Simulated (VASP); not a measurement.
Runs of VASP 6.6.1 on Sc2Al. The structure is that of space group P6_3/mmc (No. 194), or close to it. The cells are those of the table. 

```csv
cell,further INCAR settings,gap on the mesh (eV),pressure (GPa)
"a = 4.806, b = 4.806, c = 6.015 Å, angles 90.0, 90.0, 120.0°, 6 atoms",ALGO = Fast; EDIFF = 1e-07; NBANDS = 34,none,(a)
"a = 4.760, b = 4.760, c = 5.942 Å, angles 90.0, 90.0, 120.0°, 6 atoms",ALGO = Fast; EDIFF = 1e-06; NBANDS = 34,none,5.2
"a = 4.941, b = 4.941, c = 6.218 Å, angles 90.0, 90.0, 120.0°, 6 atoms",ALGO = Fast; EDIFF = 1e-06; NBANDS = 34,none,-3.8
"a = 4.894, b = 4.894, c = 6.159 Å, angles 90.0, 90.0, 120.0°, 6 atoms",ALGO = Fast; EDIFF = 1e-06; NBANDS = 34,none,-2.0
```

Alike in all rows: task single point; level PBEsol; potentials or basis VASP PAW PBE potentials, release 64 (Sc_sv, Al); no spin polarisation; k mesh 12 × 12 × 6; cutoff (eV) 520; smearing gaussian 0.1 eV.

Question: Estimate the missing entries.

Answer: (a) 2.5.

Caveats: the PAW data sets were made with another functional, which shifts forces and pressure a little; the cell stands under pressure (at least some runs); the cell stands under tension (at least some runs).

A gap of «none» marks levels without a gap at the run's occupations.
